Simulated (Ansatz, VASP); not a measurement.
## Ga3As3CO: VASP beside Ansatz

```
Ga As O C
1.0
     4.01370    0.00000    0.00000
     0.00000    5.67623    0.00000
     0.00000    0.00000   23.33527
Ga As O C
3 3 1 1
Direct
  0.50000 0.50000 0.17141
  0.00000 0.06538 0.26800
  0.50000 0.48946 0.32285
  0.00000 0.25000 0.17141
  0.50000 0.81022 0.25049
  0.00000 0.28876 0.35934
  0.16667 0.62209 0.48361
  0.16667 0.62209 0.53290
```

Alike in both runs: task single point; functional PBE; dispersion D3(BJ); k mesh 7 × 5 × 1; occupations gaussian, width 0.05 eV; no spin polarisation.

|  | VASP | Ansatz |
| --- | --- | --- |
| version | VASP 6.6.1 | Ansatz 0.2.0 |
| potentials or method | VASP PAW PBE potentials, release 64 (Ga_d, As, O, C), cutoff 520 eV | scalar-relativistic, plane waves, PAW |
| valence electrons in the cell | 64 | 94 |

```csv
,VASP,Ansatz,Ansatz less VASP
gap on the k mesh at the Fermi level (eV),0.40,0.41,+0.008
least direct gap on the mesh (eV),0.75,0.75,+0.003
rms of the force components (eV/Å),0.378,0.543,+0.1651
```

One of these differences is far larger than is usual between the two programs; its cause wasn't traced. VASP's potentials hold 64 valence electrons a cell and Ansatz's 94, so a difference there can come from the potentials and not from the codes.

Noted on VASP's run: the standard files for N, O and F lose accuracy on very short bonds.
